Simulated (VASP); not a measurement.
# AlN in VASP: a series of runs

AlN is run at these levels: PBE, r2SCAN, HSE06; tasks: single point.

All numbers are computed with VASP 6.6.1; they aren't measurements. Logs are shortened: lines on timing, memory, paths and dates and some standing lists are left out, and cuts for length are marked.

## 1. The cell of the first run

Symmetry: R-3m, No. 166, trigonal system. Conventional cell: a = 2.823 Å, b = 2.823 Å, c = 7.005 Å, α = 90.00°, β = 90.00°, γ = 120.00°. Within 2.7 Å of Al (site symmetry -3m) lie 6 N at 2.00 Å. N (site symmetry -3m) has 6 Al at 2.00 Å within 2.7 Å.

## 2. Single point, PBE (epitaxial 111 strain -1.1%)

The input, INCAR:

```
PREC = Accurate ; ENCUT = 520
EDIFF = 1E-6 ; ISMEAR = -1
SIGMA = 0.02 ; LREAL = F
LASPH = T ; NELM = 80
ALGO = Normal ; ISIF = 2
LWAVE = F ; LCHARG = T
GGA = PE ; LELF = T
LVHAR = T ; NBANDS = 11
```

The input, KPOINTS:

```
regular mesh
0
Gamma
  10 10 10
```

The input, POSCAR:

```
AlN
1.0
    0.0173609961      2.0134162281      2.0134162281
    2.0134162281      0.0173609961      2.0134162281
    2.0134162281      2.0134162281      0.0173609961
Al N
1 1
Direct
    0.0000000000      0.0000000000      0.0000000000
    0.5000000000      0.5000000000      0.5000000000
```

Potentials or basis: VASP PAW PBE potentials, release 64 (Al, N).

Started as:

```sh
$ cat potpaw_PBE.64/Al/POTCAR potpaw_PBE.64/N/POTCAR > POTCAR
$ mpirun -np 1 vasp_std > vasp.out
```

OUTCAR:

```text
PREC = Accurate
   ENCUT = 520
   EDIFF = 1E-6
   ISMEAR = -1
   LREAL = F
   LASPH = T
   NELM = 80
   ISIF = 2
   GGA = PE

 ion  position               nearest neighbor table
   1  0.000  0.000  0.000-   2 2.00   2 2.00   2 2.00   2 2.00   2 2.00   2 2.00
   2  0.500  0.500  0.500-   1 2.00   1 2.00   1 2.00   1 2.00   1 2.00   1 2.00

  LATTYP: Found a trigonal (rhomboedric) cell.
 ALAT       =     2.8474534622
 COS(alpha) =     0.5086037489

  Lattice vectors:

 A1 = (   0.0173609961,   2.0134162281,   2.0134162281)
 A2 = (   2.0134162281,   0.0173609961,   2.0134162281)
 A3 = (   2.0134162281,   2.0134162281,   0.0173609961)

Analysis of symmetry for initial positions (statically):
=====================================================================
 Subroutine PRICEL returns:
 Original cell was already a primitive cell.

 Routine SETGRP: Setting up the symmetry group for a
 trigonal (rhombohedral) supercell.

 Subroutine GETGRP returns: Found 12 space group operations
 (whereof 12 operations were pure point group operations)
 out of a pool of 12 trial point group operations.

The static configuration has the point symmetry D_3d.

Analysis of symmetry for dynamics (positions and initial velocities):
=====================================================================
 Subroutine PRICEL returns:
 Original cell was already a primitive cell.

 Routine SETGRP: Setting up the symmetry group for a
 trigonal (rhombohedral) supercell.

 Subroutine GETGRP returns: Found 12 space group operations
 (whereof 12 operations were pure point group operations)
 out of a pool of 12 trial point group operations.

The dynamic configuration has the point symmetry D_3d.

 Subroutine INISYM returns: Found 12 space group operations
 (whereof 12 operations are pure point group operations),
 and found     1 'primitive' translations

----------------------------------------------------------------------------------------

                                     Primitive cell

  volume of cell :      16.1130

  direct lattice vectors                    reciprocal lattice vectors
     0.017360996  2.013416228  2.013416228    -0.251569397  0.249418744  0.249418744
     2.013416228  0.017360996  2.013416228     0.249418744 -0.251569397  0.249418744
     2.013416228  2.013416228  0.017360996     0.249418744  0.249418744 -0.251569397

  length of vectors
     2.847453462  2.847453462  2.847453462     0.433251176  0.433251176  0.433251176

  position of ions in fractional coordinates (direct lattice)
     0.000000000  0.000000000  0.000000000
     0.500000000  0.500000000  0.500000000

  ion indices of the primitive-cell ions
   primitive index   ion index
                 1           1
                 2           2

----------------------------------------------------------------------------------------

 KPOINTS: regular mesh

Automatic generation of k-mesh.
 Grid dimensions read from file:
 generate k-points for:   10   10   10

 Generating k-lattice:

  Cartesian coordinates                     Fractional coordinates (reciprocal lattice)
    -0.025156940  0.024941874  0.024941874     0.100000000 -0.000000000 -0.000000000
     0.024941874 -0.025156940  0.024941874    -0.000000000  0.100000000 -0.000000000
     0.024941874  0.024941874 -0.025156940    -0.000000000 -0.000000000  0.100000000

  Length of vectors
     0.043325118  0.043325118  0.043325118

  Shift w.r.t. Gamma in fractional coordinates (k-lattice)
     0.000000000  0.000000000  0.000000000

 Subroutine IBZKPT returns following result:
 ===========================================

 Found    116 irreducible k-points:

 Following reciprocal coordinates:
            Coordinates               Weight
  0.000000  0.000000  0.000000      1.000000
  0.100000  0.000000  0.000000      6.000000
  0.200000  0.000000  0.000000      6.000000
  0.300000  0.000000  0.000000      6.000000
  0.400000  0.000000  0.000000      6.000000
  0.500000 -0.000000 -0.000000      3.000000
[... 16 lines left out ...]
  0.300000  0.300000  0.000000      6.000000
  0.400000  0.300000  0.000000     12.000000
 [... further k-points ...]
   k-points           NKPTS =    116   k-points in BZ     NKDIM =    116   number of bands    NBANDS=     11
   number of dos      NEDOS =    301   number of ions     NIONS =      2
   total plane-waves  NPLWV =  13824
   dimension x,y,z NGX =    24 NGY =   24 NGZ =   24
   dimension x,y,z NGXF=    48 NGYF=   48 NGZF=   48
   ions per type =               1   1
   NGX,Y,Z   is equivalent  to a cutoff of  14.01, 14.01, 14.01 a.u.
   NGXF,Y,Z  is equivalent  to a cutoff of  28.02, 28.02, 28.02 a.u.
 SYSTEM =  unknown system
   PREC   = accura    normal or accurate (medium, high low for compatibility)
   ISTART =      0    job   : 0-new  1-cont  2-samecut
   ICHARG =      2    charge: 1-file 2-atom 10-const
   ISPIN  =      1    spin polarized calculation?
   LNONCOLLINEAR =      F non collinear calculations
   LSORBIT =      F    spin-orbit coupling
   LASPH  =      T    aspherical Exc in radial PAW
   ENCUT  =  520.0 eV  38.22 Ry    6.18 a.u.   5.29  5.29  5.29*2*pi/ulx,y,z
   NELM   =     80;   NELMIN=  2; NELMDL= -5     # of ELM steps
   EDIFF  = 0.1E-05   stopping-criterion for ELM
   LREAL  =      F    real-space projection
   EDIFFG = 0.1E-04   stopping-criterion for IOM
   NSW    =      0    number of steps for IOM
   IBRION =     -1    ionic relax: 0-MD 1-quasi-New 2-CG
   NFREE  =      0    steps in history (QN), initial steepest desc. (CG)
   ISIF   =      2    stress and relaxation
   ISYM   =      2    0-nonsym 1-usesym 2-fastsym
   POTIM  = 0.5000    time-step for ionic-motion
   TEBEG  =    0.0;   TEEND  =   0.0 temperature during run
   PSTRESS=    0.0 pullay stress
   NELECT =       8.0000    total number of electrons
   NUPDOWN=      -1.0000    fix difference up-down
   EMIN   =  10.00;   EMAX   =-10.00  energy-range for DOS
   EFERMI =   0.00;   METHOD = LEGACY
   ISMEAR =    -1;   SIGMA  =   0.02  broadening in eV -4-tet -1-fermi 0-gaus
   EFERMI_NEDOS =   21; number of points for ismear=-14 and -15
   IALGO  =     38    algorithm
   IMIX   =      4    mixing-type and parameters
     AMIX     =   0.40;   BMIX     =  1.00
     AMIX_MAG =   1.60;   BMIX_MAG =  1.00
  volume/ion in A,a.u.               =       8.06        54.37
  Fermi-wavevector in a.u.,A,eV,Ry     =   1.296321  2.449691 22.863877  1.680448
  Thomas-Fermi vector in A             =   2.427785
   LORBIT       =      0    0 simple, 1 ext, 2 COOP (PROOUT), +10 PAW based schemes
   GGA     = PE    functional components
   LHFCALC =     F    Hartree Fock is set to
   AEXX    =    0.0000 exact exchange contribution
   IVDW    =     0    specifies the selected vdW correction
   LEPSILON=     F    determine dielectric tensor
   LRPA    =     F    only Hartree local field effects (RPA)
 non-spin polarized calculation
  energy-cutoff  :      520.00
  volume of cell :       16.11
 maximum number of plane-waves:       444
 NGX is ok and might be reduce to    24
   NGX = 11   NGY = 11   NGZ = 11

 number of electron       7.9999999 magnetization

 Free energy of the ion-electron system (eV)
  ---------------------------------------------------
  ext. energy  EPLUGINS =         0.00000000
  ---------------------------------------------------
  free energy    TOTEN  =       -14.51485693 eV

  energy without entropy =      -14.51485693  energy(sigma->0) =      -14.51485693

 E-fermi :  10.7506     XC(G=0): -12.4041

 val. band max:       10.3568885072   @ k =   0.0000   0.0000   0.0000
 cond. band min:      15.1003165750   @ k =   0.5000   0.5000  -0.0000
 fundamental gap:      4.7434280678
 Fermi energy:        10.7506467559

 k-point     1 :       0.0000    0.0000    0.0000
  band No.  band energies     occupation
      1      -7.4895      2.00000
      2      10.1697      2.00000
      3      10.3569      2.00000
      4      10.3569      2.00000
      5      16.3323      0.00000
      6      22.2866      0.00000
      7      22.6778      0.00000
      8      22.6778      0.00000
      9      27.7374      0.00000
     10      28.2737      0.00000
     11      28.2737      0.00000

 k-point     2 :       0.1000    0.0000    0.0000
  band No.  band energies     occupation
      1      -7.2780      2.00000
      2       9.3163      2.00000
      3      10.0668      2.00000
      4      10.2251      2.00000
      5      16.9287      0.00000
      6      21.7006      0.00000
      7      22.6605      0.00000
      8      22.9768      0.00000
      9      26.6930      0.00000
     10      26.8091      0.00000
     11      28.8457      0.00000

 k-point     3 :       0.2000    0.0000    0.0000
  band No.  band energies     occupation
      1      -6.6624      2.00000
      2       7.1482      2.00000
      3       9.7573      2.00000
      4       9.9059      2.00000
      5      17.4712      0.00000
      6      21.2750      0.00000
      7      22.9484      0.00000
      8      23.1394      0.00000
      9      25.9870      0.00000
     10      26.2947      0.00000
     11      28.2358      0.00000

 k-point     4 :       0.3000    0.0000    0.0000
  band No.  band energies     occupation
      1      -5.7161      2.00000
      2       4.7658      2.00000
      3       9.4185      2.00000
      4       9.5529      2.00000
      5      17.1051      0.00000
      6      22.2744      0.00000
      7      22.3337      0.00000
      8      22.4107      0.00000
      9      27.3158      0.00000
     10      27.4853      0.00000
     11      27.8493      0.00000
[... 239 lines left out ...]
 k-point    22 :      -0.2000    0.2000    0.0000
  band No.  band energies     occupation
      1      -5.4050      2.00000
      2       5.3071      2.00000
      3       7.3023      2.00000
      4       9.5196      2.00000
      5      19.1169      0.00000
      6      20.3864      0.00000
      7      21.4181      0.00000
      8      23.0098      0.00000
      9      25.3632      0.00000
     10      29.8480      0.00000
     11      31.1828      0.00000

 k-point    23 :       0.3000    0.3000    0.0000
  band No.  band energies     occupation
      1      -5.1744      2.00000
      2       5.4096      2.00000
      3       8.1362      2.00000
      4       8.3079      2.00000
      5      16.9458      0.00000
      6      17.4815      0.00000
      7      22.3431      0.00000
      8      26.1894      0.00000
      9      26.2994      0.00000
     10      31.0755      0.00000
     11      34.7388      0.00000

 k-point    24 :       0.4000    0.3000    0.0000
  band No.  band energies     occupation
      1      -4.3907      2.00000
      2       4.3535      2.00000
      3       7.4978      2.00000
      4       7.8716      2.00000
      5      16.4582      0.00000
      6      17.4661      0.00000
      7      22.7925      0.00000
      8      26.1733      0.00000
      9      27.0576      0.00000
     10      32.3940      0.00000
     11      35.5063      0.00000

 [... further k-points ...]

------------------------ aborting loop because EDIFF is reached ----------------------------------------

  FORCE on cell =-STRESS in cart. coord.  units (eV):
  Direction    XX          YY          ZZ          XY          YZ          ZX
  --------------------------------------------------------------------------------------
  -------------------------------------------------------------------------------------
  Total        1.2289076      1.2289076      1.2289076     -0.2868733     -0.2868733     -0.2868733
  in kB      122.1948196    122.1948196    122.1948196    -28.5248697    -28.5248697    -28.5248697
  external PRESSURE =     122.1948196 kB  Pullay stress =       0.0000000 kB

 VOLUME and BASIS-vectors are now :
 -----------------------------------------------------------------------------
  energy-cutoff  :      520.00
  volume of cell :       16.11
      direct lattice vectors                 reciprocal lattice vectors
     0.017360996  2.013416228  2.013416228    -0.251569397  0.249418744  0.249418744
     2.013416228  0.017360996  2.013416228     0.249418744 -0.251569397  0.249418744
     2.013416228  2.013416228  0.017360996     0.249418744  0.249418744 -0.251569397

 POSITION                                       TOTAL-FORCE (eV/Angst)
 -----------------------------------------------------------------------------------
      0.00000      0.00000      0.00000        -0.000000     -0.000000      0.000000
      2.02210      2.02210      2.02210         0.000000      0.000000     -0.000000
 -----------------------------------------------------------------------------------
    total drift:                               -0.000000     -0.000000      0.000000

  FREE ENERGIE OF THE ION-ELECTRON SYSTEM (eV)
  ---------------------------------------------------
  free  energy   TOTEN  =       -14.5148569304 eV

  energy  without entropy=      -14.5148569304  energy(sigma->0) =      -14.51485693
```

Wall time 25 s (1 thread of AMD EPYC 7R43 (Zen 3), shared host); peak memory 0.11 GiB.

What came out:

```yaml
Free_energy: -14.5149 eV
Pressure: 12.2 GPa
Band_gap_on_the_k_mesh: 4.74 eV (least direct gap 5.98 eV)
```

Stress tensor (GPa, compression positive):
```
12.22 -2.85 -2.85
-2.85 12.22 -2.85
-2.85 -2.85 12.22
```

Levels at points of the mesh, in eV from the valence-band top:
```tsv
k point	band 1	band 2	band 3	band 4	band 5	band 6	band 7	band 8	band 9
(0.00, 0.00, 0.00)	-17.85	-0.19	0.00	0.00	5.98	11.93	12.32	12.32	17.38
(0.50, 0.00, 0.00)	-14.46	-8.50	-1.28	-1.16	6.17	11.01	11.15	13.66	16.26
(0.50, 0.50, 0.00)	-13.47	-7.61	-3.02	-2.83	4.74	5.24	14.29	17.56	17.63
(0.50, 0.50, 0.50)	-14.55	-8.62	-1.09	-1.09	6.42	11.35	11.35	13.48	16.46
```

Caveat: the cell differs from its parent crystal (epitaxial 111 strain -1.1%); the cell stands under pressure. A k mesh can miss the band edges.

## 3. Single point, r2SCAN (epitaxial 111 strain -1.1%)

POSCAR is that of step 2.

The input, INCAR.step1:

```
PREC     = Accurate       # precision mode
ENCUT    = 520            # plane-wave cutoff, eV
ISMEAR   = 0              # smearing method
SIGMA    = 0.01           # smearing width, eV
LREAL    = F              # projectors in reciprocal space
LASPH    = T              # aspherical terms in the spheres
NELM     = 80             # most SCF steps
NBANDS   = 11             # bands
GGA      = PE             # functional
ALGO     = Normal         # electronic algorithm
EDIFF    = 1E-4           # SCF threshold, eV
LWAVE    = T              # write WAVECAR
LCHARG   = F              # write CHGCAR
```

The input, INCAR.step2:

```
PREC     = Accurate       # precision mode
ENCUT    = 520            # plane-wave cutoff, eV
EDIFF    = 1E-6           # SCF threshold, eV
ISMEAR   = 0              # smearing method
SIGMA    = 0.01           # smearing width, eV
LREAL    = F              # projectors in reciprocal space
LASPH    = T              # aspherical terms in the spheres
NELM     = 80             # most SCF steps
ALGO     = Normal         # electronic algorithm
ISIF     = 2              # what is computed and relaxed
LWAVE    = F              # write WAVECAR
LCHARG   = T              # write CHGCAR
METAGGA  = R2SCAN         # meta-GGA
LMIXTAU  = T            
LELF     = T              # ELF
LVHAR    = T            
NBANDS   = 11             # bands
ISTART   = 1
```

KPOINTS is that of step 2.

Potentials or basis: VASP PAW PBE potentials, release 64 (Al, N).

Started as:

```sh
$ cat potpaw_PBE.64/Al/POTCAR potpaw_PBE.64/N/POTCAR > POTCAR
$ cp INCAR.step1 INCAR
$ mpirun -np 1 vasp_std > vasp.out
$ cp INCAR.step2 INCAR
$ mpirun -np 1 vasp_std > vasp.out
```

Run time: 90 s. Hardware: 1 thread of AMD EPYC 7R43 (Zen 3), shared host; peak memory 0.11 GiB.

It converged, with:

* Free energy: -18.8879 eV
* Pressure: 5.2 GPa
* Band gap on the k mesh: 5.60 eV (least direct gap 6.83 eV)

Stress tensor (GPa, compression positive):
```
 5.21 -3.06 -3.06
-3.06  5.21 -3.06
-3.06 -3.06  5.21
```

Levels at points of the mesh, in eV from the valence-band top:
```tsv
k point	band 1	band 2	band 3	band 4	band 5	band 6	band 7	band 8
(0.00, 0.00, 0.00)	-18.70	-0.19	0.00	0.00	6.83	12.67	13.07	13.07
(0.50, 0.00, 0.00)	-15.33	-8.64	-1.36	-1.24	6.94	11.91	12.07	15.01
(0.50, 0.50, 0.00)	-14.35	-7.78	-3.12	-2.93	5.60	5.96	15.62	19.03
(0.50, 0.50, 0.50)	-15.43	-8.77	-1.17	-1.17	7.20	12.27	12.27	14.82
```

Caveat: the cell differs from its parent crystal (epitaxial 111 strain -1.1%); the cell stands under pressure; the PAW data sets were made with another functional, which shifts forces and pressure a little. A k mesh can miss the band edges.

## 4. Single point, HSE06 (strain +3.4%)

The input, POSCAR:

```
AlN
1.0
    0.0000000000      2.0865005383      2.0865005383
    2.0865005383      0.0000000000      2.0865005383
    2.0865005383      2.0865005383      0.0000000000
Al N
1 1
Direct
    0.0000000000      0.0000000000      0.0000000000
    0.5000000000      0.5000000000      0.5000000000
```

The input, INCAR.step1:

```
SYSTEM = AlN
ALGO = Normal
EDIFF = 1E-5
ENCUT = 520
GGA = PE
ISIF = 2
ISMEAR = 0
LASPH = .True.
LCHARG = .False.
LREAL = .False.
LWAVE = .True.
NBANDS = 11
NELM = 80
PREC = Accurate
SIGMA = 0.01
```

The input, INCAR.step2:

```
SYSTEM = AlN
ALGO = Normal
EDIFF = 1E-6
ENCUT = 520
GGA = PE
HFSCREEN = 0.2079
ISIF = 2
ISMEAR = 0
ISTART = 1
LASPH = .True.
LCHARG = .False.
LHFCALC = .True.
LREAL = .False.
LWAVE = .False.
NBANDS = 11
NELM = 80
PREC = Accurate
PRECFOCK = Normal
SIGMA = 0.01
```

The input, KPOINTS:

```
k-points
0
Gamma
  8 8 8
  0 0 0
```

Started as:

```sh
$ cat potpaw_PBE.64/Al/POTCAR potpaw_PBE.64/N/POTCAR > POTCAR
$ cp INCAR.step1 INCAR
$ mpirun -np 1 vasp_std > vasp.out
$ cp INCAR.step2 INCAR
$ mpirun -np 1 vasp_std > vasp.out
```

It took 30 min on 1 thread of AMD EPYC 7R43 (Zen 3), shared host; peak memory 0.22 GiB.

The run converged. Its results:

| Item | Value |
| --- | --- |
| Free energy | -16.9904 eV |
| Pressure | -23.8 GPa |
| Band gap on the k mesh | 5.01 eV (least direct gap 5.76 eV) |

Levels at points of the mesh, in eV from the valence-band top:
```csv
k point,band 1,band 2,band 3,band 4,band 5,band 6,band 7,band 8
"(0.00, 0.00, 0.00)",-18.36,0.00,0.00,0.00,5.76,13.43,13.43,13.43
"(0.50, 0.00, 0.00)",-15.28,-8.39,-0.99,-0.99,6.88,11.77,11.77,14.00
"(0.50, 0.50, 0.00)",-14.36,-7.36,-2.80,-2.80,5.01,6.71,15.02,17.94
```

Caveat: the cell differs from its parent crystal (strain +3.4%); the cell stands under tension; the PAW data sets were made with another functional, which shifts forces and pressure a little. A k mesh can miss the band edges.

## 5. Overview

| level | cell | k mesh | smearing | grid for exact exchange (PRECFOCK) | share of exact exchange | screening parameter | gap on the mesh (eV) | pressure (GPa) |
| --- | --- | --- | --- | --- | --- | --- | --- | --- |
| PBE | a = 2.847 Å, angles 59.4°, 2 atoms | 10 × 10 × 10 | fermi-dirac 0.02 eV | - | - | - | 4.74 | 12.2 |
| r2SCAN | a = 2.847 Å, angles 59.4°, 2 atoms | 10 × 10 × 10 | gaussian 0.01 eV | - | - | - | 5.60 | 5.2 |
| HSE06 | a = 2.951 Å, angles 60.0°, 2 atoms | 8 × 8 × 8 | gaussian 0.01 eV | Normal | 0.25 | 0.2079 1/Å | 5.01 | -23.8 |

Alike in all rows: task single point; potentials or basis VASP PAW PBE potentials, release 64 (Al, N); no spin polarisation; cutoff (eV) 520.

Caveats: the cell stands under pressure (at least some runs); the PAW data sets were made with another functional, which shifts forces and pressure a little (at least some runs); the cell stands under tension (at least some runs).

Total energies depend on the potentials used, so only differences within one code and one set of settings carry meaning.
